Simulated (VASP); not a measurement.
Set up this calculation in VASP 6.6.1, as the native input.

```yaml
Task: single point
Functional: PBEsol
Dispersion: D4
Potentials_or_basis: VASP PAW PBE potentials, release 64 (Bi_d, Te)
Cutoff: 520 eV
k_mesh: 7 × 7 × 7
Occupations: fermi-dirac, width 0.05 eV
Spin: no spin polarisation
Dipole_correction: no
Further_INCAR_settings: ALGO = Normal; EDIFF = 1e-06; NBANDS = 18
```

The structure of BiTe lies in POSCAR:

```
BiTe
1.0
    2.4066603445      1.3894859978      3.0765088592
   -2.4066603445      1.3894859978      3.0765088592
    0.0000000000     -2.7789719955      3.0765088592
Bi Te
1 1
Direct
    0.5000000000      0.5000000000      0.5000000000
    0.0000000000      0.0000000000      0.0000000000
```

The input as run:

INCAR

```
SYSTEM = BiTe
  PREC = Accurate
  ENCUT = 520
  EDIFF = 1E-6
  ISMEAR = -1
  SIGMA = 0.05
  LREAL = .False.
  LASPH = .True.
  NELM = 60
  ALGO = Normal
  ISIF = 2
  LWAVE = .False.
  LCHARG = .False.
  GGA = PS
  IVDW = 13
  NBANDS = 18
```

KPOINTS

```
regular mesh
0
Gamma
  7 7 7
  0 0 0
```

Potentials or basis: VASP PAW PBE potentials, release 64 (Bi_d, Te).

The run is started by

```bash
$ cat potpaw_PBE.64/Bi_d/POTCAR potpaw_PBE.64/Te/POTCAR > POTCAR
$ mpirun -np 1 vasp_std > vasp.out
```

Results of the run:

```yaml
Pressure: 0.0 GPa
Band_gap_on_the_k_mesh: zero (an odd number of electrons rules out a gap without spin polarisation)
Dispersion_energy_per_atom: -0.310 eV
```

Caveat: the PAW data sets were made with another functional, which shifts forces and pressure a little; spin-orbit coupling is left out, which moves the levels of the heavy elements.

Run time: 36 s on 1 thread of Intel Xeon 8259CL, with other jobs on the host, peak memory 0.2 GiB.
